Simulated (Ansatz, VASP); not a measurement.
Ga: VASP beside Ansatz

File INCAR:

```
SYSTEM = Ga
  PREC = Accurate
  ENCUT = 520
  EDIFF = 1E-6
  ISMEAR = -1
  SIGMA = 0.1
  LREAL = .False.
  LASPH = .True.
  NELM = 80
  ALGO = Normal
  ISIF = 2
  LWAVE = .False.
  LCHARG = .False.
  GGA = RE
  NBANDS = 34
```

The input KPOINTS:

```
Automatic mesh
0
Gamma
  10 10 9
  0 0 0
```

File POSCAR:

```
Ga
1.0
    2.4253876921     -4.0595828015      0.0000000000
    2.4253876921      4.0595828015      0.0000000000
    0.0000000000      0.0000000000      4.7621371031
Ga
4
Direct
    0.8439416661      0.1560583339      0.0826813058
    0.6560583339      0.3439416661      0.5826813058
    0.1560583339      0.8439416661      0.9173186942
    0.3439416661      0.6560583339      0.4173186942
```

Input for Ansatz:

```yaml
crystal:
  lattice:
    - [2.4253876921, -4.0595828015, 0.0]
    - [2.4253876921, 4.0595828015, 0.0]
    - [0.0, 0.0, 4.7621371031]
  atoms:
    - { symbol: Ga, position: [0.8439416661, 0.1560583339, 0.0826813058] }
    - { symbol: Ga, position: [0.6560583339, 0.3439416661, 0.5826813058] }
    - { symbol: Ga, position: [0.1560583339, 0.8439416661, 0.9173186942] }
    - { symbol: Ga, position: [0.3439416661, 0.6560583339, 0.4173186942] }
hamiltonian:
  xc: revpbe
  pseudopotentials:
    kind: paw
    azcp:
      Ga: "pseudopotentials/Ga.paw.azcp"
basis:
  ecutwfc: 420
  fft_grid_basis: typed
kpoints:
  mp_grid: { grid: [10, 10, 9], shift: [0, 0, 0] }
magnetization:
  spin_polarized: false
scf:
  occupations: { method: fermi_dirac, width: 0.1 }
output:
  stress: true
```

Alike in both runs: task single point; functional revPBE; k mesh 10 × 10 × 9; occupations fermi-dirac, width 0.1 eV; no spin polarisation.

```csv
,VASP,Ansatz
version,VASP 6.6.1,Ansatz 0.2.0
potentials or method,"VASP PAW PBE potentials, release 64 (Ga_d), cutoff 520 eV","plane waves (420 eV) with PAW, scalar-relativistic"
valence electrons in the cell,52,52
```

|  | VASP | Ansatz | Ansatz less VASP |
| --- | --- | --- | --- |
| pressure (GPa) | -3.6 | -3.7 | -0.10 |
| traceless stress, the component that is largest in VASP (GPa) | 0.19 | 0.18 | -0.004 |

VASP's potentials were made for PBE, not for revPBE.
